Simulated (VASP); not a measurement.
**BiAs (CsCl type): density of states with PBEsol**

The system is BiAs (CsCl type).

```
Bi As
1.0
     2.91883    0.00000    0.00000
     0.00000    2.91883    0.00000
     0.00000    0.00000    2.91883
Bi As
1 1
Direct
  0.00000 0.00000 0.00000
  0.50000 0.50000 0.50000
```

This cell differs from its parent crystal: volume scaled by 0.52.

* Program: VASP 6.6.1
* Task: density of states
* Functional: PBEsol
* Potentials or basis: VASP PAW PBE potentials, release 64 (Bi_d, As)
* Cutoff: 520 eV
* k mesh: 12 × 12 × 12
* Occupations: fermi-dirac, width 0.08 eV
* Spin: no spin polarisation
* Dipole correction: no
* k mesh for the DOS: 18 × 18 × 18
* Occupations for the DOS: tetrahedron
* Further INCAR settings: ALGO = Normal; EDIFF = 1e-06

```
Valence electrons inside the program's atomic spheres : Bi 13.69; As 3.36
```

Levels at points of the mesh, in eV from the Fermi level:
| k point | band 8 | band 9 | band 10 | band 11 | band 12 | band 13 |
| --- | --- | --- | --- | --- | --- | --- |
| (0.00, 0.00, 0.00) | -4.56 | -4.56 | -3.40 | 2.58 | 2.58 | 12.54 |
| (0.50, 0.00, 0.00) | 0.68 | 0.68 | 1.66 | 1.95 | 1.95 | 2.63 |
| (0.50, 0.50, 0.00) | -11.84 | -11.68 | 0.91 | 5.04 | 5.04 | 6.80 |
| (0.50, 0.50, 0.50) | -6.30 | -6.30 | -6.30 | -5.55 | -5.55 | -5.55 |

It took 46 s on 1 thread of Intel(R) Xeon(R) Platinum 8259CL CPU @ 2.50GHz (Skylake/Cascade Lake) (shared host), peak memory 0.2 GiB.

Caveat: spin-orbit coupling is left out, which moves the levels of the heavy elements.
